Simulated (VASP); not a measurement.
Write the native input for VASP 6.6.1 that does the following.

```
Task                   : single point
Functional             : r2SCAN
Potentials or basis    : VASP PAW PBE potentials, release 64 (Ti_sv, Ni)
Cutoff                 : 520 eV
k mesh                 : 18 × 18 × 18
Occupations            : gaussian, width 0.1 eV
Spin                   : no spin polarisation
Dipole correction      : no
Further INCAR settings : ALGO = Normal; EDIFF = 1e-07; NBANDS = 18
```

Crystal: TiNi.

```
Ti Ni
1.0
     3.07845    0.00000    0.00000
     0.00000    3.07845    0.00000
     0.00000    0.00000    3.07845
Ti Ni
1 1
Direct
  0.50000 0.50000 0.50000
  0.00000 0.00000 0.00000
```

This cell differs from its parent crystal: equal strain along all axes, cell held: +3.0 %.

The input as run:

POSCAR

```
TiNi
1.0
    3.0784529429      0.0000000000      0.0000000000
    0.0000000000      3.0784529429      0.0000000000
    0.0000000000      0.0000000000      3.0784529429
Ti Ni
1 1
Direct
    0.5000000000      0.5000000000      0.5000000000
    0.0000000000      0.0000000000      0.0000000000
```

INCAR.step1

```
SYSTEM = TiNi
PREC     = Accurate       ! precision mode
ENCUT    = 520            ! plane-wave cutoff, eV
ISMEAR   = 0              ! smearing method
SIGMA    = 0.1            ! smearing width, eV
LREAL    = .FALSE.        ! projectors in reciprocal space
LASPH    = .TRUE.         ! aspherical terms in the spheres
NELM     = 80             ! most SCF steps
NBANDS   = 18             ! bands
GGA      = PE             ! functional
ALGO     = Normal         ! electronic algorithm
EDIFF    = 1E-4           ! SCF threshold, eV
LWAVE    = .TRUE.         ! write WAVECAR
LCHARG   = .FALSE.        ! write CHGCAR
```

INCAR.step2

```
SYSTEM = TiNi
PREC     = Accurate       ! precision mode
ENCUT    = 520            ! plane-wave cutoff, eV
EDIFF    = 1E-7           ! SCF threshold, eV
ISMEAR   = 0              ! smearing method
SIGMA    = 0.1            ! smearing width, eV
LREAL    = .FALSE.        ! projectors in reciprocal space
LASPH    = .TRUE.         ! aspherical terms in the spheres
NELM     = 80             ! most SCF steps
ALGO     = Normal         ! electronic algorithm
ISIF     = 2              ! what is computed and relaxed
LWAVE    = .FALSE.        ! write WAVECAR
LCHARG   = .TRUE.         ! write CHGCAR
METAGGA  = R2SCAN         ! meta-GGA
LMIXTAU  = .TRUE.       
LELF     = .TRUE.         ! ELF
LVHAR    = .TRUE.       
NBANDS   = 18             ! bands
ISTART   = 1
```

KPOINTS

```
regular mesh
0
G
  18 18 18
  0 0 0
```

Potentials or basis: VASP PAW PBE potentials, release 64 (Ti_sv, Ni).

Run with:

```console
$ cat potpaw_PBE.64/Ti_sv/POTCAR potpaw_PBE.64/Ni/POTCAR > POTCAR
$ cp INCAR.step1 INCAR
$ mpirun -np 1 vasp_std > vasp.out
$ cp INCAR.step2 INCAR
$ mpirun -np 1 vasp_std > vasp.out
```

Results of the run:

```yaml
Pressure: -12.4 GPa
Band_gap_on_the_k_mesh: zero (band 11 reaches 8.97 eV, above the bottom of band 12 at 7.30 eV)
```

Caveat: the cell differs from its parent crystal (equal strain along all axes, cell held: +3.0 %); the PAW data sets were made with another functional, which shifts forces and pressure a little.

It took 5.5 min on 1 thread of Intel(R) Xeon(R) Platinum 8259CL CPU @ 2.50GHz (Skylake/Cascade Lake), with other jobs on the host, peak memory 0.25 GiB.
